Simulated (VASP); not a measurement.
Wanted: the native input for a VASP 6.6.1 run.

```
Task                   : single point
Functional             : PBEsol
Potentials or basis    : VASP PAW PBE potentials, release 64 (Re)
Cutoff                 : 600 eV
k mesh                 : 18 × 18 × 18
Occupations            : gaussian, width 0.1 eV
Spin                   : non-collinear spin, zero start, spin-orbit coupling
Starting moments       : [[0.0, 0.0, 0.0]] μB
Dipole correction      : no
Further INCAR settings : ALGO = Normal; EDIFF = 1e-06; NBANDS = 18
```

The structure of Re lies in POSCAR:

```
Re
1.0
    0.0000000000      1.9402706406      1.9402706406
    1.9402706406      0.0000000000      1.9402706406
    1.9402706406      1.9402706406      0.0000000000
Re
1
Direct
    0.0000000000      0.0000000000      0.0000000000
```

This isn't the form of Re at room conditions, which is hcp.

The input as run:

INCAR

```
SYSTEM = Re
ALGO     = Normal         ! electronic algorithm
EDIFF    = 1E-6           ! SCF threshold, eV
ENCUT    = 600            ! plane-wave cutoff, eV
GGA      = PS             ! functional
GGA_COMPAT= .FALSE.      
ISIF     = 2              ! what is computed and relaxed
ISMEAR   = 0              ! smearing method
LASPH    = .TRUE.         ! aspherical terms in the spheres
LCHARG   = .FALSE.        ! write CHGCAR
LMAXMIX  = 4              ! l up to which the mixer works
LORBIT   = 11             ! projections on sites
LORBMOM  = .TRUE.       
LREAL    = .FALSE.        ! projectors in reciprocal space
LSORBIT  = .TRUE.         ! spin-orbit coupling
LWAVE    = .FALSE.        ! write WAVECAR
MAGMOM   = 0 0 0          ! initial moments
NBANDS   = 18             ! bands
NELM     = 200            ! most SCF steps
PREC     = Accurate       ! precision mode
SIGMA    = 0.1            ! smearing width, eV
```

KPOINTS

```
k-points
0
G
  18 18 18
  0 0 0
```

Potentials or basis: VASP PAW PBE potentials, release 64 (Re).

Launch:

```console
$ cat potpaw_PBE.64/Re/POTCAR > POTCAR
$ mpirun -np 1 vasp_ncl > vasp.out
```

It gave:

The pressure is 0.7 GPa and the net moment is 0.00 μB per cell. The valence electrons inside the program's atomic spheres are Re 6.17.

Caveat: the PAW data sets were made with another functional, which shifts forces and pressure a little.

Wall time 4.7 min on 1 thread of Intel Xeon 8259CL (shared host), peak memory 0.27 GiB.
